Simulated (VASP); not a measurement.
LiH:

```xyz
2
Lattice="2.0368 2.0368 0.0000 -2.0368 2.0368 0.0000 0.0000 2.0368 2.0368" Properties=species:S:1:pos:R:3 pbc="T T T"
Li    0.0000    0.0000    0.0000
H     0.0000    2.0368    0.0000
```

| Property | Result |
| --- | --- |
| Program | VASP 6.6.1 |
| Task | relaxation of cell and atoms |
| Functional | PBEsol |
| Potentials or basis | VASP PAW PBE potentials, release 64 (Li_sv, H) |
| Cutoff | 600 eV |
| k mesh | 14 × 14 × 14 |
| Occupations | fermi-dirac, width 0.05 eV |
| Spin | no spin polarisation |

At the start: pressure -2.4 GPa; volume 8.45 Å³/atom.

**Question.** Where does the relaxation end?

**Answer.** Over 4 steps the energy falls by 4.9 meV/atom and the volume is 7.84 Å³/atom (-7.2 %); space group Fm-3m (No. 225, to 0.05 Å).

Step by step:
| step | energy change (eV) | largest force (eV/Å) | pressure (GPa) | volume (Å³) |
| --- | --- | --- | --- | --- |
| 1 | 0.0000 | 0.0000 | -2.44 | 16.90 |
| 2 | -0.0042 | 0.0000 | -1.89 | 16.59 |
| 3 | -0.0096 | 0.0000 | -0.33 | 15.83 |
| 4 | -0.0097 | 0.0000 | 0.02 | 15.68 |

Final structure:
```xyz
2
Lattice="1.9865 1.9865 0.0000 -1.9865 1.9865 0.0000 0.0000 1.9865 1.9865" Properties=species:S:1:pos:R:3 pbc="T T T"
Li    0.0000    0.0000    0.0000
H     0.0000    1.9865    0.0000
```

Caveat: the cutoff is under 1.25 times the usual one of these potentials, so pressure, stress and relaxed cells hold a basis-set (Pulay) error; the PAW data sets were made with another functional, which shifts forces and pressure a little.
